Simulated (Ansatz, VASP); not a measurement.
Te2Mo in VASP and in Ansatz

```
Te Mo
1.0
     3.50388    0.00000    0.00000
    -1.75194    3.03445    0.00000
     0.00000    0.00000   24.76772
Te Mo
4 2
Cartesian
  0.0000 2.0230 4.5000
  0.0000 2.0230 8.1339
  1.1680 2.0230 12.0639
  1.1680 2.0230 15.6977
  1.7519 1.0115 6.3169
  2.9199 1.0115 13.8808
```

Alike in both runs: task single point; functional PBE; dispersion D3(BJ); k mesh 9 × 9 × 1; occupations gaussian, width 0.05 eV; no spin polarisation.

|  | VASP | Ansatz |
| --- | --- | --- |
| version | VASP 6.6.1 | Ansatz 0.2.0 |
| potentials or method | VASP PAW PBE potentials, release 64 (Te, Mo_sv), cutoff 520 eV | scalar-relativistic, plane waves, PAW |
| valence electrons in the cell | 52 | 92 |

```csv
,VASP,Ansatz,Ansatz less VASP
gap on the k mesh at the Fermi level (eV),1.15,1.15,-0.004
least direct gap on the mesh (eV),1.17,1.17,+0.001
rms of the force components (eV/Å),0.032,0.028,-0.0038
```

VASP's potentials hold 52 valence electrons a cell and Ansatz's 92, so a difference there can come from the potentials and not from the codes. Ansatz's warnings: xc potential rough in thin density.

Spin-orbit coupling is off throughout.
